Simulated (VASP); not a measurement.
A run of VASP 6.6.1:

Contents of INCAR:

```
ALGO = Normal
EDIFF = 1E-6
ENCUT = 520
GGA = PE
ISIF = 2
ISMEAR = -1
LASPH = True
LCHARG = False
LREAL = False
LWAVE = False
NBANDS = 54
NELM = 60
PREC = Accurate
SIGMA = 0.1
```

The input KPOINTS:

```
k-points
0
Gamma
  4 4 4
```

The input POSCAR:

```
TaAgBr3
1.0
    7.1692070000      0.0000000000      0.0000000000
   -3.5846040000      6.2087220000      0.0000000000
    0.0000000000     -4.1391440000      5.9292340000
Ta Br Ag
2 6 2
Direct
    0.0000000000      0.0000000000      0.0000000000
    0.5000000000      0.0000000000      0.5000000000
    0.8108000000      0.5117000000      0.7530000000
    0.2413000000      0.0521000000      0.7530000000
    0.7009000000      0.9422000000      0.7530000000
    0.7413000000      0.9422000000      0.2530000000
    0.2009000000      0.5117000000      0.2530000000
    0.3108000000      0.0521000000      0.2530000000
    0.2492000000      0.4984000000      0.7476000000
    0.7492000000      0.4984000000      0.2476000000
```

Potentials or basis: VASP PAW PBE potentials, release 64 (Ta_pv, Br, Ag).

The run is started by

```sh
$ cat potpaw_PBE.64/Ta_pv/POTCAR potpaw_PBE.64/Br/POTCAR potpaw_PBE.64/Ag/POTCAR > POTCAR
$ mpirun -np 1 vasp_std > vasp.out
```

Hardware: 1 thread of Intel(R) Xeon(R) Platinum 8488C (Sapphire Rapids), on a shared host.

**Question.** How long does it take, and how much memory?

**Answer.** It took 120 s on 1 thread of Intel(R) Xeon(R) Platinum 8488C (Sapphire Rapids), on a shared host, peak memory 0.48 GiB. Counts: scf iterations 13, k points 13.
